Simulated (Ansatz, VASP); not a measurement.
## One calculation of Al2Cu, two programs

```xyz
6
Lattice="-3.0278 3.0278 2.4411 3.0278 -3.0278 2.4411 3.0278 3.0278 -2.4411" Properties=species:S:1:pos:R:3 pbc="T T T"
Al    0.9602    2.0676    0.0000
Al    3.9880    0.9602    0.0000
Al   -0.9602    2.0676    2.4411
Al    2.0676    0.9602    2.4411
Cu    0.0000    0.0000    3.6617
Cu    0.0000    0.0000    1.2206
```

Alike in both runs: functional PBE; k mesh 10 × 10 × 10; occupations fermi-dirac, width 0.15 eV; no spin polarisation.

Ansatz relaxed the structure, and its values are those at the end. VASP's run is a single point on that final structure, the one shown.

|  | VASP | Ansatz |
| --- | --- | --- |
| version | VASP 6.6.1 | Ansatz 0.2.0 |
| potentials or method | VASP PAW PBE potentials, release 64 (Al, Cu), cutoff 520 eV | scalar-relativistic, plane waves, PAW |
| valence electrons in the cell | 34 | 50 |

```tsv
	VASP	Ansatz	Ansatz less VASP
gap on the k mesh at the Fermi level (eV)	none	none	-
pressure (GPa)	0.2	0.0	-0.16
```

A gap of «none» marks a metal or a gap that the smearing closes. VASP's potentials hold 34 valence electrons a cell and Ansatz's 50, so a difference there can come from the potentials and not from the codes.
